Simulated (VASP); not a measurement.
A run of VASP 6.6.1:

INCAR

```
SYSTEM = Be
ALGO = Normal
EDIFF = 1E-6
ENCUT = 520
GGA = RE
ISIF = 2
ISMEAR = -1
LASPH = .True.
LCHARG = .True.
LELF = .True.
LREAL = .False.
LVHAR = .True.
LWAVE = .False.
NBANDS = 9
NELM = 100
PREC = Accurate
SIGMA = 0.1
```

File KPOINTS:

```
k-points
0
Gamma
  12 12 12
  0 0 0
```

POSCAR

```
Be
1.0
    0.0000000000      2.4008162629      2.4008162629
    2.4008162629      0.0000000000      2.4008162629
    2.4008162629      2.4008162629      0.0000000000
Be
2
Direct
    0.1250000000      0.1250000000      0.1250000000
    0.8750000000      0.8750000000      0.8750000000
```

Potentials or basis: VASP PAW PBE potentials, release 64 (Be).

The run is started by

```console
$ cat potpaw_PBE.64/Be/POTCAR > POTCAR
$ mpirun -np 1 vasp_std > vasp.out
```

Hardware: 1 thread of Intel Xeon 8259CL, with other jobs on the host.

Question: How long does it take, and how much memory?

Answer: Wall time 28 s on 1 thread of Intel Xeon 8259CL, with other jobs on the host, peak memory 0.15 GiB. Counts: scf iterations 10, k points 72.
